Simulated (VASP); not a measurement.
A run of VASP 6.6.1 is set up as follows.

The input INCAR:

```
SYSTEM = KF
ALGO = Normal
EDIFF = 1E-6
ENCUT = 520
GGA = PS
ISIF = 2
ISMEAR = -1
LASPH = .TRUE.
LCHARG = .FALSE.
LREAL = .FALSE.
LWAVE = .FALSE.
NBANDS = 15
NELM = 60
PREC = Accurate
SIGMA = 0.05
```

KPOINTS

```
k-points
0
G
  9 9 9
  0 0 0
```

POSCAR

```
KF
1.0
    0.0000000000      2.7242525196      2.7242525196
    2.7242525196      0.0000000000      2.7242525196
    2.7242525196      2.7242525196      0.0000000000
K F
1 1
Direct
    0.0000000000      0.0000000000      0.0000000000
    0.5000000000      0.5000000000      0.5000000000
```

Potentials or basis: VASP PAW PBE potentials, release 64 (K_sv, F).

The run is started by

```bash
$ cat potpaw_PBE.64/K_sv/POTCAR potpaw_PBE.64/F/POTCAR > POTCAR
$ mpirun -np 1 vasp_std > vasp.out
```

Q: Estimate the pressure.

A: -2.2 GPa.

Q: What does it give for the band gap on the k mesh?

A: 5.75 eV, direct.

Caveat: the PAW data sets were made with another functional, which shifts forces and pressure a little. A k mesh can miss the band edges.
